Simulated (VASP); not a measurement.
# CuO (Cc) in VASP: a series of runs

The runs below take CuO through single point, with RPBE.

Everything below comes from runs of VASP 6.6.1. Logs are shortened: lines on timing, memory, paths and dates and some standing lists are left out, and cuts for length are marked.

## 1. The cell of the first run

Symmetry: Cc, No. 9, monoclinic system. The conventional cell has a = 4.594 Å, b = 3.357 Å, c = 5.027 Å, α = 90.00°, β = 99.65°, γ = 90.00°. Within 2.5 Å of Cu (site symmetry 1) lie 4 O at 1.87 to 1.98 Å. Within 2.5 Å of O (site symmetry 1) lie 4 Cu at 1.87 to 1.98 Å.

## 2. Single point, RPBE

Contents of INCAR:

```
SYSTEM = CuO
PREC = Accurate
ENCUT = 520
EDIFF = 1E-6
ISMEAR = -1
SIGMA = 0.05
LREAL = .FALSE.
LASPH = .TRUE.
NELM = 60
ALGO = Normal
ISIF = 2
LWAVE = .FALSE.
LCHARG = .FALSE.
GGA = RP
NBANDS = 25
```

Contents of KPOINTS:

```
regular mesh
0
G
  10 10 5
  0 0 0
```

Contents of POSCAR:

```
CuO
1.0
    2.2967863347     -1.6784226623      0.0000000000
    2.2967863347      1.6784226623      0.0000000000
   -0.8429827377      0.0000000000      4.9561566325
Cu O
2 2
Direct
    0.0032000000      0.4968000000      0.0000000000
    0.4968000000      0.0032000000      0.5000000000
    0.5714000000      0.4056000000      0.2537000000
    0.4056000000      0.5714000000      0.7537000000
```

Potentials or basis: VASP PAW PBE potentials, release 64 (Cu, O).

Launch:

```
cat potpaw_PBE.64/Cu/POTCAR potpaw_PBE.64/O/POTCAR > POTCAR
mpirun -np 1 vasp_std > vasp.out
```

OUTCAR:

```text
SYSTEM = CuO
   PREC = Accurate
   ENCUT = 520
   EDIFF = 1E-6
   ISMEAR = -1
   LREAL = .FALSE.
   LASPH = .TRUE.
   NELM = 60
   ISIF = 2
   GGA = RP

 ion  position               nearest neighbor table
   1  0.003  0.497  0.000-   4 1.87   3 1.89   4 1.94   3 1.98
   2  0.497  0.003  0.500-   3 1.87   4 1.89   3 1.94   4 1.98
   3  0.571  0.406  0.254-   2 1.87   1 1.89   2 1.94   1 1.98
   4  0.406  0.571  0.754-   1 1.87   2 1.89   1 1.94   2 1.98

  LATTYP: Found a base centered monoclinic cell.
 ALAT       =     4.5935726694
 B/A-ratio  =     0.7307700490
 C/A-ratio  =     1.0944283419
 COS(beta)  =    -0.1676798045

  Lattice vectors:

 A1 = (   2.2967863347,  -1.6784226623,   0.0000000000)
 A2 = (   2.2967863347,   1.6784226623,   0.0000000000)
 A3 = (  -0.8429827377,   0.0000000000,   4.9561566325)

Analysis of symmetry for initial positions (statically):
=====================================================================
 Subroutine PRICEL returns:
 Original cell was already a primitive cell.

 Routine SETGRP: Setting up the symmetry group for a
 base centered monoclinic supercell.

 Subroutine GETGRP returns: Found  2 space group operations
 (whereof  1 operations were pure point group operations)
 out of a pool of  4 trial point group operations.

The static configuration has the point symmetry C_1 .
 The point group associated with its full space group is C_1h.

Analysis of symmetry for dynamics (positions and initial velocities):
=====================================================================
 Subroutine PRICEL returns:
 Original cell was already a primitive cell.

 Routine SETGRP: Setting up the symmetry group for a
 base centered monoclinic supercell.

 Subroutine GETGRP returns: Found  2 space group operations
 (whereof  1 operations were pure point group operations)
 out of a pool of  4 trial point group operations.

The dynamic configuration has the point symmetry C_1 .
 The point group associated with its full space group is C_1h.

 Subroutine INISYM returns: Found  2 space group operations
 (whereof  1 operations are pure point group operations),
 and found     1 'primitive' translations

----------------------------------------------------------------------------------------

[... 87 lines left out ...]
   PREC   = accura    normal or accurate (medium, high low for compatibility)
   ISTART =      0    job   : 0-new  1-cont  2-samecut
   ICHARG =      2    charge: 1-file 2-atom 10-const
   ISPIN  =      1    spin polarized calculation?
   LNONCOLLINEAR =      F non collinear calculations
   LSORBIT =      F    spin-orbit coupling
   LASPH  =      T    aspherical Exc in radial PAW
   ENCUT  =  520.0 eV  38.22 Ry    6.18 a.u.   5.29  5.29  9.35*2*pi/ulx,y,z
   NELM   =     60;   NELMIN=  2; NELMDL= -5     # of ELM steps
   EDIFF  = 0.1E-05   stopping-criterion for ELM
   LREAL  =      F    real-space projection
   EDIFFG = 0.1E-04   stopping-criterion for IOM
   NSW    =      0    number of steps for IOM
   IBRION =     -1    ionic relax: 0-MD 1-quasi-New 2-CG
   NFREE  =      0    steps in history (QN), initial steepest desc. (CG)
   ISIF   =      2    stress and relaxation
   ISYM   =      2    0-nonsym 1-usesym 2-fastsym
   POTIM  = 0.5000    time-step for ionic-motion
   TEBEG  =    0.0;   TEEND  =   0.0 temperature during run
   PSTRESS=    0.0 pullay stress
   NELECT =      34.0000    total number of electrons
   NUPDOWN=      -1.0000    fix difference up-down
   EMIN   =  10.00;   EMAX   =-10.00  energy-range for DOS
   EFERMI =   0.00;   METHOD = LEGACY
   ISMEAR =    -1;   SIGMA  =   0.05  broadening in eV -4-tet -1-fermi 0-gaus
   EFERMI_NEDOS =   21; number of points for ismear=-14 and -15
   IALGO  =     38    algorithm
   IMIX   =      4    mixing-type and parameters
     AMIX     =   0.40;   BMIX     =  1.00
     AMIX_MAG =   1.60;   BMIX_MAG =  1.00
  volume/ion in A,a.u.               =       9.55        64.47
  Fermi-wavevector in a.u.,A,eV,Ry     =   1.574595  2.975553 33.733589  2.479349
  Thomas-Fermi vector in A             =   2.675705
   LORBIT       =      0    0 simple, 1 ext, 2 COOP (PROOUT), +10 PAW based schemes
   GGA     = RP    functional components
   LHFCALC =     F    Hartree Fock is set to
   AEXX    =    0.0000 exact exchange contribution
   IVDW    =     0    specifies the selected vdW correction
   LEPSILON=     F    determine dielectric tensor
   LRPA    =     F    only Hartree local field effects (RPA)
 non-spin polarized calculation
  energy-cutoff  :      520.00
  volume of cell :       38.21
 maximum number of plane-waves:      1045
 NGX is ok and might be reduce to    24
   NGX = 11   NGY = 11   NGZ = 19

 number of electron      34.0000012 magnetization

 Free energy of the ion-electron system (eV)
  ---------------------------------------------------
  ext. energy  EPLUGINS =         0.00000000
  ---------------------------------------------------
  free energy    TOTEN  =       -17.41652765 eV

  energy without entropy =      -17.39823395  energy(sigma->0) =      -17.40738080

 E-fermi :   6.7310     XC(G=0): -12.0555

 val. band max:        6.7211355079   @ k =   0.5000   0.1000   0.2000
 cond. band min:       6.7404419798   @ k =   0.4000   0.2000   0.4000
 fundamental gap:      0.0193064719
 Fermi energy:         6.7310099991

 k-point     1 :       0.0000    0.0000    0.0000
  band No.  band energies     occupation
      1     -13.8841      2.00000
      2     -12.4143      2.00000
      3      -2.0176      2.00000
      4       0.7181      2.00000
      5       1.0919      2.00000
      6       3.0282      2.00000
[... 661 lines left out ...]
     24      20.6105      0.00000
     25      21.5875      0.00000

 [... further k-points ...]
[... 5 lines left out ...]
  --------------------------------------------------------------------------------------
  -------------------------------------------------------------------------------------
  Total        6.3922835      5.3878009      6.8016640      0.0000000      0.0000000     -1.0257084
  in kB      268.0215178    225.9046510    285.1863993      0.0000000      0.0000000    -43.0068428
  external PRESSURE =     259.7041894 kB  Pullay stress =       0.0000000 kB

 VOLUME and BASIS-vectors are now :
 -----------------------------------------------------------------------------
  energy-cutoff  :      520.00
  volume of cell :       38.21
      direct lattice vectors                 reciprocal lattice vectors
     2.296786335 -1.678422662  0.000000000     0.217695478 -0.297898742  0.037027387
     2.296786335  1.678422662  0.000000000     0.217695478  0.297898742  0.037027387
    -0.842982738  0.000000000  4.956156632     0.000000000  0.000000000  0.201769249

 POSITION                                       TOTAL-FORCE (eV/Angst)
 -----------------------------------------------------------------------------------
      1.14839      0.82847      0.00000        -0.825519      0.494690      0.335013
      0.72690     -0.82847      2.47808        -0.825519     -0.494690      0.335013
      2.03010     -0.27828      1.25738         0.825519     -0.020309     -0.335013
      1.60860      0.27828      3.73546         0.825519      0.020309     -0.335013
 -----------------------------------------------------------------------------------
    total drift:                                0.000071      0.000000      0.000609

  FREE ENERGIE OF THE ION-ELECTRON SYSTEM (eV)
  ---------------------------------------------------
  free  energy   TOTEN  =       -17.4165276536 eV

  energy  without entropy=      -17.3982339514  energy(sigma->0) =      -17.40738080
```

stdout:

```text
POSCAR found type information on POSCAR CuO
 POSCAR found :  2 types and       4 ions
 scaLAPACK will be used
 -----------------------------------------------------------------------------
|                                                                             |
|                                                                             |
|     You enforced a specific xc type in the INCAR file but a different       |
|     I HOPE YOU KNOW WHAT YOU ARE DOING!                                     |
|                                                                             |
 -----------------------------------------------------------------------------

 LDA part: xc-table for (Slater+PW92), standard interpolation
 POSCAR, INCAR and KPOINTS ok, starting setup
 FFT: planning ... GRIDC
 FFT: planning ... GRID_SOFT
 FFT: planning ... GRID
 WAVECAR not read
 entering main loop
```

It took 48 s on 1 thread of Intel Xeon 6975P-C (Granite Rapids), shared host; peak memory 0.23 GiB.

What came out:

* Free energy: -17.4165 eV
* Pressure: 26.0 GPa
* Largest force: 1.019 eV/Å
* Band gap on the k mesh: zero (band 17 reaches 7.00 eV, above the bottom of band 18 at 6.40 eV)

Forces on the atoms (eV/Å):
```
Cu  -0.826  0.495  0.335
Cu  -0.826 -0.495  0.335
O    0.826 -0.020 -0.335
O    0.826  0.020 -0.335
```

Levels at points of the mesh, in eV from the Fermi level:
| k point | band 14 | band 15 | band 16 | band 17 | band 18 | band 19 | band 20 | band 21 |
| --- | --- | --- | --- | --- | --- | --- | --- | --- |
| (0.00, 0.00, 0.00) | -2.42 | -2.33 | -1.79 | 0.22 | 0.97 | 1.97 | 6.17 | 8.59 |
| (0.50, 0.00, 0.00) | -1.75 | -1.64 | -1.53 | -0.03 | 0.29 | 4.96 | 6.64 | 7.29 |
| (0.50, 0.50, 0.00) | -2.31 | -1.73 | -1.33 | -0.71 | 1.14 | 3.27 | 7.38 | 8.74 |

Caveat: the PAW data sets were made with another functional, which shifts forces and pressure a little; semilocal functionals often make such compounds metallic where correlation or magnetic order opens a gap, which also shifts bond lengths. With open d or f shells a metallic result of RPBE can be an artefact of self-interaction; +U or a hybrid may open a gap.

## 3. Single point, RPBE

This run uses another cell than the first one, of 9.76 Å³/atom, 1.021 times its volume.

Contents of INCAR:

```
SYSTEM = CuO
PREC = Accurate
ENCUT = 520
EDIFF = 1E-7
ISMEAR = -1
SIGMA = 0.05
LREAL = .False.
LASPH = .True.
NELM = 60
ALGO = Normal
ISIF = 2
LWAVE = .False.
LCHARG = .False.
GGA = RP
NBANDS = 25
```

Contents of KPOINTS:

```
regular mesh
0
Gamma
  10 10 5
  0 0 0
```

Contents of POSCAR:

```
CuO
1.0
    2.3129614193     -1.6902429297      0.0000000000
    2.3129614193      1.6902429297      0.0000000000
   -0.8489194314      0.0000000000      4.9910602940
Cu O
2 2
Direct
    0.0032000000      0.4968000000      0.0000000000
    0.4968000000      0.0032000000      0.5000000000
    0.5714000000      0.4056000000      0.2537000000
    0.4056000000      0.5714000000      0.7537000000
```

Potentials or basis: VASP PAW PBE potentials, release 64 (Cu, O).

Launch:

```
cat potpaw_PBE.64/Cu/POTCAR potpaw_PBE.64/O/POTCAR > POTCAR
mpirun -np 1 vasp_std > vasp.out
```

Run time: 53 s. Hardware: 1 thread of Intel Xeon 6975P-C (Granite Rapids), shared host; peak memory 0.24 GiB.

It converged, with:

```
Free energy            : -17.5359 eV
Pressure               : 20.7 GPa
Largest force          : 0.946 eV/Å
Band gap on the k mesh : zero (band 17 reaches 6.70 eV, above the bottom of band 18 at 6.10 eV)
```

Forces in eV/Å, atoms in the order of the input:
```
Cu  -0.770  0.453  0.310
Cu  -0.770 -0.453  0.310
O    0.770  0.058 -0.310
O    0.770 -0.058 -0.310
```

Stress tensor (GPa, compression positive):
```
21.31  0.00 -3.56
 0.00 18.48  0.00
-3.56  0.00 22.37
```

Levels at points of the mesh, in eV from the Fermi level:
| k point | band 13 | band 14 | band 15 | band 16 | band 17 | band 18 | band 19 | band 20 | band 21 | band 22 |
| --- | --- | --- | --- | --- | --- | --- | --- | --- | --- | --- |
| (0.00, 0.00, 0.00) | -2.46 | -2.35 | -2.26 | -1.74 | 0.22 | 0.95 | 1.89 | 6.15 | 8.47 | 13.63 |
| (0.50, 0.00, 0.00) | -2.17 | -1.70 | -1.59 | -1.48 | -0.03 | 0.29 | 4.97 | 6.56 | 7.19 | 11.41 |
| (0.50, 0.50, 0.00) | -2.27 | -2.24 | -1.71 | -1.30 | -0.69 | 1.11 | 3.34 | 7.30 | 8.71 | 10.41 |

Caveat: the PAW data sets were made with another functional, which shifts forces and pressure a little; semilocal functionals often make such compounds metallic where correlation or magnetic order opens a gap, which also shifts bond lengths.

(Part 1 of 2 ends here.)
